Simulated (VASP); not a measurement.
Write the native input for VASP 6.6.1 that does the following.

```
Task                   : electric field gradients
Functional             : PBEsol
Potentials or basis    : VASP PAW PBE potentials, release 64 (Ga_d)
Cutoff                 : 520 eV
k mesh                 : 9 × 9 × 8
Occupations            : fermi-dirac, width 0.05 eV
Spin                   : no spin polarisation
Dipole correction      : no
Further INCAR settings : ALGO = Normal; EDIFF = 1e-08; NBANDS = 34
```

The structure of Ga lies in POSCAR:

```
Ga
1.0
    2.1980140000     -3.7885697500     -0.0235057500
    2.3126860000      3.8562302500      0.0911662500
    0.0677505000      0.0677505000      4.5167000000
Ga
4
Direct
    0.1525000000      0.8475000000      0.0785000000
    0.6525000000      0.3475000000      0.4215000000
    0.8475000000      0.1525000000      0.9215000000
    0.3475000000      0.6525000000      0.5785000000
```

This cell differs from its parent crystal: equal xy, yz and zx shear strains of +3 %.

These files were run (other wordings do the same):

INCAR

```
ALGO = Normal ; EDIFF = 1E-8
ENCUT = 520 ; GGA = PS
ISIF = 2 ; ISMEAR = -1
LASPH = True ; LCHARG = False
LEFG = True ; LREAL = False
LWAVE = False ; NBANDS = 34
NELM = 80 ; PREC = Accurate
SIGMA = 0.05
```

KPOINTS

```
k-points
0
Gamma
  9 9 8
```

Potentials or basis: VASP PAW PBE potentials, release 64 (Ga_d).

Run with:

```sh
$ cat potpaw_PBE.64/Ga_d/POTCAR > POTCAR
$ mpirun -np 1 vasp_std > vasp.out
```

It gave:

The pressure is -0.9 GPa. The largest force is 0.494 eV/Å, the band gap on the k mesh is zero (bands 26 and 27 overlap by 1.32 eV) and the largest electric field gradient by atom is Ga -58.9, -44.4 (each value once) V/Å².

Caveat: the cell differs from its parent crystal (equal xy, yz and zx shear strains of +3 %); without QUAD_EFG the Cq values of the log hold for a quadrupole moment of 1 mb, not for the nuclei; the PAW data sets were made with another functional, which shifts forces and pressure a little.

Wall time 13 min on 1 thread of Oxide Virtual Turin-like Processor, on a shared host, peak memory 0.62 GiB.
